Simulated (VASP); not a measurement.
A run of VASP 6.6.1 is set up as follows.

Contents of INCAR:

```
SYSTEM = LiLaO3
ALGO = Normal ; EDIFF = 1E-6
ENCUT = 520 ; GGA = CA
ISIF = 2 ; ISMEAR = 1
LASPH = .TRUE. ; LCHARG = .FALSE.
LREAL = .FALSE. ; LWAVE = .FALSE.
NBANDS = 24 ; NELM = 60
PREC = Accurate ; SIGMA = 0.02
```

KPOINTS

```
k-points
0
G
  11 11 11
  0 0 0
```

The input POSCAR:

```
LiLaO3
1.0
    3.6758811951      0.0000000000      0.0000000000
    0.0000000000      3.6758811951      0.0000000000
    0.0000000000      0.0000000000      3.6758811951
La Li O
1 1 3
Direct
    0.0000000000      0.0000000000      0.0000000000
    0.5000000000      0.5000000000      0.5000000000
    0.5000000000      0.5000000000      0.0000000000
    0.0000000000      0.5000000000      0.5000000000
    0.5000000000      0.0000000000      0.5000000000
```

Potentials or basis: VASP PAW LDA potentials, release 64 (La, Li_sv, O).

Command:

```console
$ cat potpaw_LDA.64/La/POTCAR potpaw_LDA.64/Li_sv/POTCAR potpaw_LDA.64/O/POTCAR > POTCAR
$ mpirun -np 1 vasp_std > vasp.out
```

Problem. Estimate the band gap on the k mesh.

Solution. Zero (band 16 reaches 6.82 eV, above the bottom of band 17 at 5.91 eV).

Caveat: spin-orbit coupling is left out, which moves the levels of the heavy elements.
